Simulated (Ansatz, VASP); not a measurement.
Two plane-wave programs on Nb2MoO2

Contents of INCAR:

```
PREC = Accurate ; ENCUT = 600
EDIFF = 1E-6 ; ISMEAR = 0
SIGMA = 0.1 ; LREAL = F
LASPH = T ; NELM = 80
ALGO = Normal ; ISIF = 3
LWAVE = F ; LCHARG = F
GGA = PE ; IBRION = 2
NSW = 90 ; EDIFFG = -0.04
```

Contents of KPOINTS:

```
regular mesh
0
Gamma
  6 6 6
```

Contents of POSCAR:

```
Nb2MoO2
1.0
   -1.7910944729      1.7910944729      4.6994062903
    1.7910944729     -1.7910944729      4.6994062903
    1.7910944729      1.7910944729     -4.6994062903
Nb Mo O
2 1 2
Direct
    0.2500000000      0.7500000000      0.5000000000
    0.7500000000      0.2500000000      0.5000000000
    0.0000000000      0.0000000000      0.0000000000
    0.6260000000      0.6260000000      0.0000000000
    0.3740000000      0.3740000000      0.0000000000
```

Input for Ansatz:

```yaml
crystal:
  lattice:
    - [-1.7910944729, 1.7910944729, 4.6994062903]
    - [1.7910944729, -1.7910944729, 4.6994062903]
    - [1.7910944729, 1.7910944729, -4.6994062903]
  atoms:
    - { symbol: Nb, position: [0.25, 0.75, 0.5] }
    - { symbol: Nb, position: [0.75, 0.25, 0.5] }
    - { symbol: Mo, position: [0.0, 0.0, 0.0] }
    - { symbol: O, position: [0.626, 0.626, 0.0] }
    - { symbol: O, position: [0.374, 0.374, 0.0] }
basis:
  ecutwfc: 420
kpoints:
  mp_grid: { grid: [6, 6, 6] }
hamiltonian:
  xc: pbe
scf:
  occupations: { method: gaussian, width: 0.1 }
  lower_state_search: "off"
output:
  forces: true
  stress: true
  eigenvalues: true
relax:
  adjacent_minimum: "off"
  f_tol: 0.04
  max_steps: 70
  cell: { stress_tol: 0.4 }
```

Alike in both runs: task relaxation of cell and atoms; functional PBE; k mesh 6 × 6 × 6; occupations gaussian, width 0.1 eV; no spin polarisation.

|  | VASP | Ansatz |
| --- | --- | --- |
| version | VASP 6.6.1 | Ansatz 0.2.0 |
| potentials or method | VASP PAW PBE potentials, release 64 (Nb_sv, Mo_sv, O), cutoff 600 eV | scalar-relativistic, plane waves, PAW |
| valence electrons in the cell | 52 | 52 |

```csv
,VASP,Ansatz,Ansatz less VASP
"gap on the k mesh at the Fermi level, each at its own relaxed structure (eV)",none,none,-
relaxed volume (Å³/atom),13.85,13.91,+0.064
relaxed length of the cell vector where the two differ most in proportion (Å),4.819,4.826,+0.0072
```

A gap of «none» marks a metal or a gap that the smearing closes.

The k mesh is coarse, so the values compare programs but aren't converged.
